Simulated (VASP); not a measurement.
# As (P6_3/mmc) in VASP: further runs

Runs on As. Level: PBEsol. Tasks: single point.

Everything below comes from runs of VASP 6.6.1. Logs are shortened: lines on timing, memory, paths and dates and some standing lists are left out, and cuts for length are marked.

### Step 1. The cell of the first run

Symmetry: P6_3/mmc, No. 194, hexagonal system. The conventional cell has a = 2.811 Å, b = 2.811 Å, c = 9.475 Å, α = 90.00°, β = 90.00°, γ = 120.00°. Within 3.7 Å of As (site symmetry -3m) lie 12 As at 2.81 to 2.87 Å. As (site symmetry -6m2) has 12 As at 2.81 to 2.87 Å within 3.7 Å.

### Step 2. Single point, PBEsol (volume scaled by 0.88)

INCAR reads:

```
SYSTEM = As
  PREC = Accurate
  ENCUT = 520
  EDIFF = 1E-6
  ISMEAR = -1
  SIGMA = 0.1
  LREAL = .FALSE.
  LASPH = .TRUE.
  NELM = 100
  ALGO = Normal
  ISIF = 2
  LWAVE = .FALSE.
  LCHARG = .TRUE.
  GGA = PS
  LELF = .TRUE.
  LVHAR = .TRUE.
  NBANDS = 18
```

KPOINTS reads:

```
regular mesh
0
G
  14 14 4
  0 0 0
```

POSCAR reads:

```
As
1.0
    2.8110292518      0.0000000000      0.0000000000
   -1.4055146259      2.4344227429      0.0000000000
    0.0000000000      0.0000000000      9.4748215368
As
4
Direct
    0.0000000000      0.0000000000      1.0000000000
    0.0000000000      0.0000000000      0.5000000000
    0.3333333333      0.6666666667      0.2500000000
    0.6666666667      0.3333333333      0.7500000000
```

Potentials or basis: VASP PAW PBE potentials, release 64 (As).

Run with:

```
$ cat potpaw_PBE.64/As/POTCAR > POTCAR
$ mpirun -np 1 vasp_std > vasp.out
```

OUTCAR:

```text
SYSTEM = As
   PREC = Accurate
   ENCUT = 520
   EDIFF = 1E-6
   ISMEAR = -1
   LREAL = .FALSE.
   LASPH = .TRUE.
   NELM = 100
   ISIF = 2
   GGA = PS

 ion  position               nearest neighbor table
   1  0.000  0.000  0.000-   3 2.87   4 2.87   4 2.87   3 2.87   4 2.87   3 2.87
   2  0.000  0.000  0.500-   3 2.87   4 2.87   4 2.87   3 2.87   4 2.87   3 2.87
   3  0.333  0.667  0.250-   1 2.87   2 2.87   1 2.87   2 2.87   1 2.87   2 2.87
   4  0.667  0.333  0.750-   1 2.87   2 2.87   1 2.87   2 2.87   1 2.87   2 2.87

  LATTYP: Found a hexagonal cell.
 ALAT       =     2.8110292518
 C/A-ratio  =     3.3705880260

  Lattice vectors:

 A1 = (   2.8110292518,   0.0000000000,   0.0000000000)
 A2 = (  -1.4055146259,   2.4344227429,   0.0000000000)
 A3 = (   0.0000000000,   0.0000000000,   9.4748215368)

Analysis of symmetry for initial positions (statically):
=====================================================================
 Subroutine PRICEL returns:
 Original cell was already a primitive cell.

 Routine SETGRP: Setting up the symmetry group for a
 hexagonal supercell.

 Subroutine GETGRP returns: Found 24 space group operations
 (whereof 12 operations were pure point group operations)
 out of a pool of 24 trial point group operations.

The static configuration has the point symmetry D_3d.
 The point group associated with its full space group is D_6h.

Analysis of symmetry for dynamics (positions and initial velocities):
=====================================================================
 Subroutine PRICEL returns:
 Original cell was already a primitive cell.

 Routine SETGRP: Setting up the symmetry group for a
 hexagonal supercell.

 Subroutine GETGRP returns: Found 24 space group operations
 (whereof 12 operations were pure point group operations)
 out of a pool of 24 trial point group operations.

The dynamic configuration has the point symmetry D_3d.
 The point group associated with its full space group is D_6h.

 Subroutine INISYM returns: Found 24 space group operations
 (whereof 12 operations are pure point group operations),
 and found     1 'primitive' translations

----------------------------------------------------------------------------------------

                                     Primitive cell

  volume of cell :      64.8384

[... 85 lines left out ...]
   ICHARG =      2    charge: 1-file 2-atom 10-const
   ISPIN  =      1    spin polarized calculation?
   LNONCOLLINEAR =      F non collinear calculations
   LSORBIT =      F    spin-orbit coupling
   LASPH  =      T    aspherical Exc in radial PAW
   ENCUT  =  520.0 eV  38.22 Ry    6.18 a.u.   5.23  5.23 17.62*2*pi/ulx,y,z
   NELM   =    100;   NELMIN=  2; NELMDL= -5     # of ELM steps
   EDIFF  = 0.1E-05   stopping-criterion for ELM
   LREAL  =      F    real-space projection
   EDIFFG = 0.1E-04   stopping-criterion for IOM
   NSW    =      0    number of steps for IOM
   IBRION =     -1    ionic relax: 0-MD 1-quasi-New 2-CG
   NFREE  =      0    steps in history (QN), initial steepest desc. (CG)
   ISIF   =      2    stress and relaxation
   ISYM   =      2    0-nonsym 1-usesym 2-fastsym
   POTIM  = 0.5000    time-step for ionic-motion
   TEBEG  =    0.0;   TEEND  =   0.0 temperature during run
   PSTRESS=    0.0 pullay stress
   NELECT =      20.0000    total number of electrons
   NUPDOWN=      -1.0000    fix difference up-down
   EMIN   =  10.00;   EMAX   =-10.00  energy-range for DOS
   EFERMI =   0.00;   METHOD = LEGACY
   ISMEAR =    -1;   SIGMA  =   0.10  broadening in eV -4-tet -1-fermi 0-gaus
   EFERMI_NEDOS =   21; number of points for ismear=-14 and -15
   IALGO  =     38    algorithm
   IMIX   =      4    mixing-type and parameters
     AMIX     =   0.40;   BMIX     =  1.00
     AMIX_MAG =   1.60;   BMIX_MAG =  1.00
  volume/ion in A,a.u.               =      16.21       109.39
  Fermi-wavevector in a.u.,A,eV,Ry     =   1.106133  2.090288 16.647140  1.223530
  Thomas-Fermi vector in A             =   2.242630
   LORBIT       =      0    0 simple, 1 ext, 2 COOP (PROOUT), +10 PAW based schemes
   GGA     = PS    functional components
   LHFCALC =     F    Hartree Fock is set to
   AEXX    =    0.0000 exact exchange contribution
   IVDW    =     0    specifies the selected vdW correction
   LEPSILON=     F    determine dielectric tensor
   LRPA    =     F    only Hartree local field effects (RPA)
 non-spin polarized calculation
  energy-cutoff  :      520.00
  volume of cell :       64.84
 maximum number of plane-waves:      1763
 NGX is ok and might be reduce to    24
   NGX = 11   NGY = 11   NGZ = 35

 number of electron      20.0000002 magnetization

 Free energy of the ion-electron system (eV)
  ---------------------------------------------------
  ext. energy  EPLUGINS =         0.00000000
  ---------------------------------------------------
  free energy    TOTEN  =       -18.29465175 eV

  energy without entropy =      -18.23701998  energy(sigma->0) =      -18.26583587

 E-fermi :   8.4395     XC(G=0): -11.5794

 val. band max:        8.4361841101   @ k =   0.2857   0.1429   0.2500
 cond. band min:       8.4550727469   @ k =   0.4286   0.1429   0.5000
 fundamental gap:      0.0188886367
 Fermi energy:         8.4394702300

 k-point     1 :       0.0000    0.0000    0.0000
  band No.  band energies     occupation
      1      -8.3569      2.00000
      2      -6.7658      2.00000
      3      -6.7470      2.00000
      4      -3.2504      2.00000
      5       0.2614      2.00000
      6       6.9052      2.00000
[... 481 lines left out ...]
      5       2.1708      2.00000
      6       2.5127      2.00000
[... 10 lines left out ...]
     17      15.7835      0.00000
     18      16.1742      0.00000

 [... further k-points ...]
[... 5 lines left out ...]
  --------------------------------------------------------------------------------------
  -------------------------------------------------------------------------------------
  Total        6.3171411      6.3171411      6.5591023      0.0000000      0.0000000      0.0000000
  in kB      156.0985112    156.0985112    162.0774479      0.0000000      0.0000000      0.0000000
  external PRESSURE =     158.0914901 kB  Pullay stress =       0.0000000 kB

 VOLUME and BASIS-vectors are now :
 -----------------------------------------------------------------------------
  energy-cutoff  :      520.00
  volume of cell :       64.84
      direct lattice vectors                 reciprocal lattice vectors
     2.811029252  0.000000000  0.000000000     0.355741584  0.205387500  0.000000000
    -1.405514626  2.434422743  0.000000000     0.000000000  0.410774999  0.000000000
     0.000000000  0.000000000  9.474821537     0.000000000  0.000000000  0.105542885

 POSITION                                       TOTAL-FORCE (eV/Angst)
 -----------------------------------------------------------------------------------
      0.00000      0.00000      0.00000        -0.000000     -0.000000     -0.000000
      0.00000      0.00000      4.73741        -0.000000     -0.000000     -0.000000
     -0.00000      1.62295      2.36871        -0.000000      0.000000      0.000000
      1.40551      0.81147      7.10612         0.000000     -0.000000     -0.000000
 -----------------------------------------------------------------------------------
    total drift:                               -0.000000      0.000000      0.000000

  FREE ENERGIE OF THE ION-ELECTRON SYSTEM (eV)
  ---------------------------------------------------
  free  energy   TOTEN  =       -18.2946517542 eV

  energy  without entropy=      -18.2370199829  energy(sigma->0) =      -18.26583587
```

OSZICAR:

```text
N       E                     dE             d eps       ncg     rms          rms(c)
DAV:   1     0.606276906194E+02    0.60628E+02   -0.85452E+03  2592   0.973E+02
DAV:   2    -0.147066073535E+02   -0.75334E+02   -0.72559E+02  3580   0.152E+02
DAV:   3    -0.183062922647E+02   -0.35997E+01   -0.35471E+01  3140   0.319E+01
DAV:   4    -0.183268249906E+02   -0.20533E-01   -0.20516E-01  3036   0.251E+00
DAV:   5    -0.183268619991E+02   -0.37009E-04   -0.37007E-04  2984   0.115E-01    0.531E+00
DAV:   6    -0.183060200969E+02    0.20842E-01   -0.49838E-03  2958   0.334E-01    0.314E+00
DAV:   7    -0.182946494804E+02    0.11371E-01   -0.95158E-03  2898   0.456E-01    0.705E-02
DAV:   8    -0.182946546835E+02   -0.52031E-05   -0.18179E-04  2874   0.786E-02    0.463E-02
DAV:   9    -0.182946512302E+02    0.34532E-05   -0.19204E-05  2876   0.230E-02    0.109E-02
DAV:  10    -0.182946517542E+02   -0.52399E-06   -0.63389E-07  1670   0.417E-03
   1 F= -.18294652E+02 E0= -.18265836E+02  d E =-.576318E-01
```

Wall time 23 s (1 thread of Intel Xeon 6975P-C (Granite Rapids), shared host); peak memory 0.22 GiB.

What came out:

```
Free energy            : -18.2947 eV
Pressure               : 15.8 GPa
Band gap on the k mesh : zero (band 10 reaches 14.57 eV, above the bottom of band 11 at 5.21 eV)
```

Caveat: the PAW data sets were made with another functional, which shifts forces and pressure a little.

### Step 3. Single point, PBEsol (volume scaled by 0.92)

INCAR reads:

```
PREC = Accurate
ENCUT = 520
EDIFF = 1E-6
ISMEAR = -1
SIGMA = 0.1
LREAL = F
LASPH = T
NELM = 60
ALGO = Normal
ISIF = 2
LWAVE = F
LCHARG = T
GGA = PS
LELF = T
LVHAR = T
NBANDS = 18
```

KPOINTS reads:

```
Automatic mesh
0
Gamma
  14 14 4
```

POSCAR reads:

```
As
1.0
    2.8529910987      0.0000000000      0.0000000000
   -1.4264955493      2.4707627683      0.0000000000
    0.0000000000      0.0000000000      9.6162576355
As
4
Direct
    0.0000000000      0.0000000000      1.0000000000
    0.0000000000      0.0000000000      0.5000000000
    0.3333333333      0.6666666667      0.2500000000
    0.6666666667      0.3333333333      0.7500000000
```

Potentials or basis: VASP PAW PBE potentials, release 64 (As).

Run with:

```
$ cat potpaw_PBE.64/As/POTCAR > POTCAR
$ mpirun -np 1 vasp_std > vasp.out
```

Wall time 23 s (1 thread of Intel Xeon 6975P-C (Granite Rapids), shared host); peak memory 0.22 GiB.

The run converged. Its results:

```
Free energy            : -18.5242 eV
Pressure               : 9.4 GPa
Band gap on the k mesh : zero (band 10 reaches 13.67 eV, above the bottom of band 11 at 4.80 eV)
```

Stress tensor (GPa, compression positive):
```
9.11 0.00 0.00
0.00 9.11 0.00
0.00 0.00 9.87
```

Levels at points of the mesh, in eV from the Fermi level:
```
           k point  band 6  band 7  band 8  band 9  band 10  band 11  band 12  band 13  band 14  band 15
(0.00, 0.00, 0.00)   -1.51   -1.50    5.04    5.04     5.80     5.80     5.90     5.90     6.17     6.87
(0.50, 0.00, 0.00)   -7.12   -5.07   -4.55   -2.44    -1.45     0.86     2.13     2.27     2.29     3.17
(0.00, 0.00, 0.50)   -5.56    3.10    3.10    5.26     5.26     5.26     5.26     6.53     6.53     6.53
(0.50, 0.00, 0.50)   -6.62   -5.86   -5.86   -0.62    -0.62     1.17     1.17     1.23     1.23     3.75
```

Caveat: the PAW data sets were made with another functional, which shifts forces and pressure a little.
